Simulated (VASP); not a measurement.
Set up this calculation in VASP 6.6.1, as the native input.

| Item | Value |
| --- | --- |
| Task | single point |
| Functional | r2SCAN |
| Potentials or basis | VASP PAW PBE potentials, release 64 (Hf_pv, O) |
| Cutoff | 520 eV |
| k mesh | 6 × 6 × 3 |
| Occupations | gaussian, width 0.05 eV |
| Spin | no spin polarisation |
| Dipole correction | no |
| Further INCAR settings | ALGO = Normal; EDIFF = 1e-06; NBANDS = 56 |

Crystal: HfO2.

```xyz
12
Lattice="-2.5575 -2.5575 0.0000 2.5575 -2.5575 0.0000 0.0000 0.0000 11.7300" Properties=species:S:1:pos:R:3 pbc="T T T"
Hf    0.0000    0.0000    9.5906
Hf    0.0000   -2.5575    1.9181
Hf    0.0000    0.0000    4.4756
Hf    0.0000   -2.5575    7.0331
O    -1.2788   -1.2788    0.6394
O     1.2788   -1.2788    3.1969
O    -1.2788   -1.2788    5.7544
O     1.2788   -1.2788    8.3119
O    -1.2788   -1.2788    3.1969
O     1.2788   -1.2788    5.7544
O    -1.2788   -1.2788    8.3119
O     1.2788   -1.2788    0.6394
```

This cell differs from its parent crystal: the distance across one plane changed.

These files were run (other wordings do the same):

POSCAR

```
HfO2
1.0
   -2.5575000000     -2.5575000000      0.0000000000
    2.5575000000     -2.5575000000      0.0000000000
    0.0000000000      0.0000000000     11.7300000000
Hf O
4 8
Direct
    0.0000000000      0.0000000000      0.8176150895
    0.5000000000      0.5000000000      0.1635230179
    0.0000000000      0.0000000000      0.3815537084
    0.5000000000      0.5000000000      0.5995843990
    0.5000000000      0.0000000000      0.0545076726
    0.0000000000      0.5000000000      0.2725383632
    0.5000000000      0.0000000000      0.4905690537
    0.0000000000      0.5000000000      0.7085997442
    0.5000000000      0.0000000000      0.2725383632
    0.0000000000      0.5000000000      0.4905690537
    0.5000000000      0.0000000000      0.7085997442
    0.0000000000      0.5000000000      0.0545076726
```

INCAR.step1

```
ALGO = Normal ; EDIFF = 1E-4
ENCUT = 520 ; GGA = PE
ISMEAR = 0 ; LASPH = True
LCHARG = False ; LREAL = False
LWAVE = True ; NBANDS = 56
NELM = 100 ; PREC = Accurate
SIGMA = 0.05
```

INCAR.step2

```
ALGO = Normal ; EDIFF = 1E-6
ENCUT = 520 ; ISIF = 2
ISMEAR = 0 ; ISTART = 1
LASPH = True ; LCHARG = False
LMIXTAU = True ; LREAL = False
LWAVE = False ; METAGGA = R2SCAN
NBANDS = 56 ; NELM = 100
PREC = Accurate ; SIGMA = 0.05
```

KPOINTS

```
k-points
0
Gamma
  6 6 3
```

Potentials or basis: VASP PAW PBE potentials, release 64 (Hf_pv, O).

The run is started by

```sh
$ cat potpaw_PBE.64/Hf_pv/POTCAR potpaw_PBE.64/O/POTCAR > POTCAR
$ cp INCAR.step1 INCAR
$ mpirun -np 1 vasp_std > vasp.out
$ cp INCAR.step2 INCAR
$ mpirun -np 1 vasp_std > vasp.out
```

It gave:

```json
{
 "Pressure": "-16.5 GPa",
 "Largest force": "3.379 eV/Å",
 "Band gap on the k mesh": "zero (bands 44 and 45 overlap by 0.07 eV)"
}
```

Caveat: the cell differs from its parent crystal (the distance across one plane changed); the stress differs along the axes, from -26 to -12 GPa; the PAW data sets were made with another functional, which shifts forces and pressure a little; spin-orbit coupling is left out, which moves the levels of the heavy elements.

Wall time 19 min on 1 thread of Oxide Virtual Turin-like Processor, with other jobs on the host, peak memory 0.32 GiB.
